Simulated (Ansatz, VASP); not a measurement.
## One calculation of P, two programs

```
CELL_PARAMETERS angstrom
4.28710 0.00000 0.00000
0.00000 4.28710 0.00000
0.00000 0.00000 4.39254
ATOMIC_POSITIONS crystal
P 0.00000 0.00000 0.00000
```

Change from the starting cell: volume scaled by 1.01.

Alike in both runs: task single point; functional PBEsol; k mesh 10 × 10 × 9; occupations fermi-dirac, width 0.08 eV; no spin polarisation.

|  | VASP | Ansatz |
| --- | --- | --- |
| version | VASP 6.6.1 | Ansatz 0.2.0 |
| potentials or method | VASP PAW PBE potentials, release 64 (P), cutoff 500 eV | all-electron LAPW, scalar-relativistic |

```csv
,VASP,Ansatz,Ansatz less VASP
pressure (GPa),-3.7,-3.7,+0.01
"traceless stress, the component that is largest in VASP (GPa)",0.31,0.31,0.000
```

VASP's potentials were made for PBE, not for PBEsol. Ansatz ran all-electron here, and VASP with PAW potentials.
